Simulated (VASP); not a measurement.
# HgTe (F-43m) in VASP: further runs, part 2 of 2

VASP 6.6.1.

### 4 Single point, PBE (strain +0.015 along x and y, +0.015 along z)

The input, INCAR:

```
SYSTEM = HgTe
ALGO = Normal
EDIFF = 1E-6
ENCUT = 520
GGA = PE
ISIF = 2
ISMEAR = 0
LASPH = .TRUE.
LCHARG = .TRUE.
LELF = .TRUE.
LREAL = .FALSE.
LVHAR = .TRUE.
LWAVE = .FALSE.
NBANDS = 16
NELM = 100
PREC = Accurate
SIGMA = 0.15
```

The input, KPOINTS:

```
k-points
0
G
  14 14 14
  0 0 0
```

The input, POSCAR:

```
HgTe
1.0
    0.0000000000      3.2718525000      3.2718525000
    3.2718525000      0.0000000000      3.2718525000
    3.2718525000      3.2718525000      0.0000000000
Hg Te
1 1
Direct
    0.0000000000      0.0000000000      0.0000000000
    0.7500000000      0.7500000000      0.7500000000
```

Potentials or basis: VASP PAW PBE potentials, release 64 (Hg, Te).

The run is started by

```sh
$ cat potpaw_PBE.64/Hg/POTCAR potpaw_PBE.64/Te/POTCAR > POTCAR
$ mpirun -np 1 vasp_std > vasp.out
```

OUTCAR:

```text
SYSTEM = HgTe
   EDIFF = 1E-6
   ENCUT = 520
   GGA = PE
   ISIF = 2
   ISMEAR = 0
   LASPH = .TRUE.
   LREAL = .FALSE.
   NELM = 100
   PREC = Accurate

 ion  position               nearest neighbor table
   1  0.000  0.000  0.000-   2 2.83   2 2.83   2 2.83   2 2.83
   2  0.750  0.750  0.750-   1 2.83   1 2.83   1 2.83   1 2.83

  LATTYP: Found a face centered cubic cell.
 ALAT       =     6.5437050000

  Lattice vectors:

 A1 = (   0.0000000000,   3.2718525000,   3.2718525000)
 A2 = (   3.2718525000,   0.0000000000,   3.2718525000)
 A3 = (   3.2718525000,   3.2718525000,   0.0000000000)

Analysis of symmetry for initial positions (statically):
=====================================================================
 Subroutine PRICEL returns:
 Original cell was already a primitive cell.

 Routine SETGRP: Setting up the symmetry group for a
 face centered cubic supercell.

 Subroutine GETGRP returns: Found 24 space group operations
 (whereof 24 operations were pure point group operations)
 out of a pool of 48 trial point group operations.

The static configuration has the point symmetry T_d .

Analysis of symmetry for dynamics (positions and initial velocities):
=====================================================================
 Subroutine PRICEL returns:
 Original cell was already a primitive cell.

 Routine SETGRP: Setting up the symmetry group for a
 face centered cubic supercell.

 Subroutine GETGRP returns: Found 24 space group operations
 (whereof 24 operations were pure point group operations)
 out of a pool of 48 trial point group operations.

The dynamic configuration has the point symmetry T_d .

 Subroutine INISYM returns: Found 24 space group operations
 (whereof 24 operations are pure point group operations),
 and found     1 'primitive' translations

----------------------------------------------------------------------------------------

                                     Primitive cell

  volume of cell :      70.0505
[... 108 lines left out ...]
     AMIX     =   0.40;   BMIX     =  1.00
     AMIX_MAG =   1.60;   BMIX_MAG =  1.00
  volume/ion in A,a.u.               =      35.03       236.36
  Fermi-wavevector in a.u.,A,eV,Ry     =   1.040787  1.966803 14.738348  1.083238
  Thomas-Fermi vector in A             =   2.175379
   LORBIT       =      0    0 simple, 1 ext, 2 COOP (PROOUT), +10 PAW based schemes
   GGA     = PE    functional components
   LHFCALC =     F    Hartree Fock is set to
   AEXX    =    0.0000 exact exchange contribution
   IVDW    =     0    specifies the selected vdW correction
   LEPSILON=     F    determine dielectric tensor
   LRPA    =     F    only Hartree local field effects (RPA)
 non-spin polarized calculation
 Gauss-broadening in eV      SIGMA  =   0.15
  energy-cutoff  :      520.00
  volume of cell :       70.05
 maximum number of plane-waves:      1917
   NGX = 17   NGY = 17   NGZ = 17

 number of electron      18.0000002 magnetization

 Free energy of the ion-electron system (eV)
  ---------------------------------------------------
  ext. energy  EPLUGINS =         0.00000000
  ---------------------------------------------------
  free energy    TOTEN  =        -3.63064020 eV

  energy without entropy =       -3.63038103  energy(sigma->0) =       -3.63051061

 E-fermi :   2.8485     XC(G=0):  -8.5765

 val. band max:        2.7138987082   @ k =   0.0000   0.0000   0.0000
 cond. band min:       3.0433289544   @ k =   0.0714   0.0000   0.0000
 fundamental gap:      0.3294302462
 Fermi energy:         2.8485252799

 k-point     1 :       0.0000    0.0000    0.0000
  band No.  band energies     occupation
      1      -9.0154      2.00000
      2      -4.4307      2.00000
      3      -4.4307      2.00000
      4      -4.4307      2.00000
      5      -3.9443      2.00000
      6      -3.9443      2.00000
[... 433 lines left out ...]
      3      -4.3241      2.00000
      4      -4.2725      2.00000
      5      -3.9616      2.00000
      6      -3.9244      2.00000
[... 8 lines left out ...]
     15      11.7836      0.00000
     16      12.1417      0.00000

 [... further k-points ...]

------------------------ aborting loop because EDIFF is reached ----------------------------------------

  FORCE on cell =-STRESS in cart. coord.  units (eV):
  Direction    XX          YY          ZZ          XY          YZ          ZX
  --------------------------------------------------------------------------------------
  -------------------------------------------------------------------------------------
  Total        0.8484691      0.8484691      0.8484691      0.0000000      0.0000000     -0.0000000
  in kB       19.4059747     19.4059747     19.4059747      0.0000000      0.0000000     -0.0000000
  external PRESSURE =      19.4059747 kB  Pullay stress =       0.0000000 kB

 VOLUME and BASIS-vectors are now :
 -----------------------------------------------------------------------------
  energy-cutoff  :      520.00
  volume of cell :       70.05
      direct lattice vectors                 reciprocal lattice vectors
     0.000000000  3.271852500  3.271852500    -0.152818625  0.152818625  0.152818625
     3.271852500  0.000000000  3.271852500     0.152818625 -0.152818625  0.152818625
     3.271852500  3.271852500  0.000000000     0.152818625  0.152818625 -0.152818625

 POSITION                                       TOTAL-FORCE (eV/Angst)
 -----------------------------------------------------------------------------------
      0.00000      0.00000      0.00000         0.000000      0.000000      0.000000
      4.90778      4.90778      4.90778        -0.000000     -0.000000     -0.000000
 -----------------------------------------------------------------------------------
    total drift:                                0.000000      0.000000      0.000000

  FREE ENERGIE OF THE ION-ELECTRON SYSTEM (eV)
  ---------------------------------------------------
  free  energy   TOTEN  =        -3.6306401969 eV

  energy  without entropy=       -3.6303810282  energy(sigma->0) =       -3.63051061
```

stdout:

```text
POSCAR found type information on POSCAR HgTe
 POSCAR found :  2 types and       2 ions
 scaLAPACK will be used
 LDA part: xc-table for (Slater+PW92), standard interpolation
 POSCAR, INCAR and KPOINTS ok, starting setup
 FFT: planning ... GRIDC
 FFT: planning ... GRID_SOFT
 FFT: planning ... GRID
 WAVECAR not read
 entering main loop
```

Wall time 3.2 min (1 thread of AMD EPYC, shared host); peak memory 0.25 GiB.

Results:

```
Free energy            : -3.6306 eV
Pressure               : 1.9 GPa
Band gap on the k mesh : zero (filled and empty bands touch)
```

Levels at points of the mesh, in eV from the Fermi level:
| k point | band 7 | band 8 | band 9 | band 10 | band 11 | band 12 |
| --- | --- | --- | --- | --- | --- | --- |
| (0.00, 0.00, 0.00) | -0.95 | -0.13 | -0.13 | -0.13 | 4.16 | 4.16 |
| (0.50, 0.00, 0.00) | -5.39 | -1.05 | -1.05 | 0.57 | 4.93 | 4.93 |
| (0.50, 0.50, 0.00) | -5.37 | -2.25 | -2.25 | 1.78 | 2.45 | 7.95 |

Caveat: the cell differs from its parent crystal (strain +0.015 along x and y, +0.015 along z); semilocal functionals underestimate gaps, so a narrow gap can read as zero; spin-orbit coupling is left out, which moves the levels of the heavy elements.

### 5 Summary

| cell | gap on the mesh (eV) | pressure (GPa) |
| --- | --- | --- |
| a = 4.422 Å, angles 60.0°, 2 atoms | none | 10.3 |
| a = 4.490 Å, angles 60.0°, 2 atoms | none | 6.9 |
| a = 4.627 Å, angles 60.0°, 2 atoms | none | 1.9 |

Alike in all rows: task single point; level PBE; potentials or basis VASP PAW PBE potentials, release 64 (Hg, Te); no spin polarisation; k mesh 14 × 14 × 14; cutoff (eV) 520; smearing gaussian 0.15 eV.

Caveats: semilocal functionals underestimate gaps, so a narrow gap can read as zero; spin-orbit coupling is left out, which moves the levels of the heavy elements; the cell stands under pressure (at least some runs).

Absolute energies hang on the potentials; compare differences alone.
